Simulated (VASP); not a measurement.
## NaPr: relaxation of cell and atoms with PBE

The system is NaPr.

```xyz
4
Lattice="3.5141 0.0000 0.0000 1.6358 3.1125 0.0000 1.0641 0.6522 12.8589" Properties=species:S:1:pos:R:3 pbc="T T T"
Na    3.5205    0.0248    0.0006
Na    5.5716    3.3434    6.4318
Pr    3.2271    1.9374    9.6546
Pr    3.0907    1.8978    3.2013
```

| Property | Result |
| --- | --- |
| Program | VASP 6.6.1 |
| Task | relaxation of cell and atoms |
| Functional | PBE |
| Potentials or basis | VASP PAW PBE potentials, release 64 (Na_pv, Pr_3), 4f in core |
| Cutoff | 500 eV |
| k mesh | 6 × 6 × 2 |
| Occupations | gaussian, width 0.1 eV |
| Spin | no spin polarisation |
| Dipole correction | no |
| Mended | yes |
| Further INCAR settings | ALGO = Normal; EDIFF = 1e-07; IBRION = 2; EDIFFG = -0.04; NSW = 90; ISIF = 3 |

```
Relaxed volume                        : 35.73 Å³/atom
Relaxed cell                          : a = 3.579 Å, b = 3.579 Å, c = 13.523 Å, α = 74.69°, β = 74.67°, γ = 60.03°
Space group after relaxing (to 0.1 Å) : Cm (No. 8)
Energy gained by relaxing             : 12.0 meV/atom
Ionic steps                           : 22
Pressure after relaxing               : -0.1 GPa
Largest force after relaxing          : 0.038 eV/Å
Band gap on the k mesh                : zero (bands 18 and 19 overlap by 0.59 eV)
```

Forces in eV/Å, atoms in the order of the input:
```
Na  -0.009 -0.006  0.013
Na   0.030  0.015 -0.018
Pr   0.011  0.007  0.013
Pr  -0.032 -0.016 -0.008
```

Stress tensor (GPa, compression positive):
```
-0.14  0.01 -0.12
 0.01 -0.16 -0.07
-0.12 -0.07  0.00
```

Step by step:
```tsv
step	energy change (eV)	largest force (eV/Å)	pressure (GPa)	volume (Å³)
1	0.0000	0.0287	0.28	140.65
2	-0.0038	0.0259	0.10	141.89
3	-0.0070	0.0199	-0.33	145.09
4	-0.0096	0.0191	-0.33	145.17
5	-0.0165	0.0166	-0.34	145.35
6	-0.0250	0.0264	-0.33	145.55
7	-0.0334	0.0348	-0.04	143.16
8	-0.0352	0.0414	0.16	141.56
9	-0.0368	0.0470	0.04	142.20
10	-0.0369	0.0488	0.00	142.39
11	-0.0377	0.0507	-0.02	142.59
12	-0.0388	0.0564	-0.10	143.17
13	-0.0393	0.0565	-0.07	142.98
14	-0.0406	0.0568	0.02	142.42
15	-0.0408	0.0564	0.20	141.28
16	-0.0411	0.0569	0.12	141.75
17	-0.0418	0.0560	0.10	141.86
18	-0.0433	0.0532	0.05	142.17
19	-0.0434	0.0465	-0.07	142.78
20	-0.0439	0.0502	-0.01	142.47
21	-0.0453	0.0469	-0.03	142.59
22	-0.0479	0.0380	-0.10	142.92
```

Final structure:
```
CELL_PARAMETERS angstrom
3.56304 0.06079 0.33227
1.71210 3.12607 0.33041
2.33135 1.41269 13.24559
ATOMIC_POSITIONS crystal
Na 0.01101 0.01117 0.99915
Na 0.97674 0.97961 0.50124
Pr 0.48910 0.48890 0.74954
Pr 0.52315 0.52032 0.25007
```

Levels at points of the mesh, in eV from the Fermi level:
| k point | band 15 | band 16 | band 17 | band 18 | band 19 | band 20 | band 21 | band 22 |
| --- | --- | --- | --- | --- | --- | --- | --- | --- |
| (0.00, 0.00, 0.00) | -3.59 | -2.83 | -2.19 | -1.40 | -0.06 | 0.64 | 1.60 | 1.60 |
| (0.50, 0.00, 0.00) | -1.53 | -1.51 | -1.00 | -0.85 | 0.65 | 1.17 | 1.23 | 1.33 |
| (0.00, 0.50, 0.00) | -1.53 | -1.51 | -1.00 | -0.85 | 0.65 | 1.17 | 1.24 | 1.33 |
| (0.50, 0.50, 0.00) | -1.52 | -1.51 | -1.00 | -0.85 | 0.65 | 1.15 | 1.23 | 1.37 |
| (0.00, 0.00, 0.50) | -3.33 | -3.32 | -1.67 | -1.66 | 0.22 | 0.23 | 1.60 | 1.60 |
| (0.50, 0.00, 0.50) | -1.52 | -1.50 | -0.95 | -0.91 | 0.57 | 0.63 | 1.99 | 2.01 |
| (0.00, 0.50, 0.50) | -1.52 | -1.50 | -0.95 | -0.91 | 0.58 | 0.62 | 1.99 | 2.01 |
| (0.50, 0.50, 0.50) | -1.52 | -1.50 | -0.97 | -0.89 | 0.55 | 0.66 | 1.97 | 2.00 |

Wall time 24 min on 1 thread of AMD EPYC 9R14 (Zen 4), on a shared host, peak memory 0.31 GiB.

Caveat: spin-orbit coupling is left out, which moves the levels of the heavy elements; the 4f electrons are frozen in the core, so they carry no moment and show no levels. Spin polarisation is off, so any magnetic state and its effect on volume and gap are missing.
